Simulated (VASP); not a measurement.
Runs of VASP 6.6.1 on Hg. The structure is that of space group P6_3/mmc (No. 194), or close to it. The cells are those of the table. 

```csv
cell,gap on the mesh (eV),pressure (GPa)
"a = 3.071, b = 3.071, c = 5.333 Å, angles 90.0, 90.0, 120.0°, 2 atoms",none,(a)
"a = 3.151, b = 3.151, c = 5.471 Å, angles 90.0, 90.0, 120.0°, 2 atoms",none,-2.6
"a = 3.174, b = 3.174, c = 4.791 Å, angles 90.0, 90.0, 120.0°, 2 atoms",none,(b)
"a = 3.091, b = 3.091, c = 5.054 Å, angles 90.0, 90.0, 120.0°, 2 atoms",none,3.2
"a = 3.091, b = 3.091, c = 5.157 Å, angles 90.0, 90.0, 120.0°, 2 atoms",none,1.8
```

Alike in all rows: task single point; level PBEsol+D3(BJ); potentials or basis VASP PAW PBE potentials, release 64 (Hg); no spin polarisation; k mesh 18 × 18 × 10; cutoff (eV) 520; smearing gaussian 0.15 eV.

Fill in the values left out.

(a) 0.5; (b) 3.6.

Caveats: the PAW data sets were made with another functional, which shifts forces and pressure a little; spin-orbit coupling is left out, which moves the levels of the heavy elements; the cell stands under pressure (at least some runs).

A k mesh can miss the band edges, and the runs leave out spin-orbit coupling on Hg.

A gap of «none» marks levels without a gap at the run's occupations.
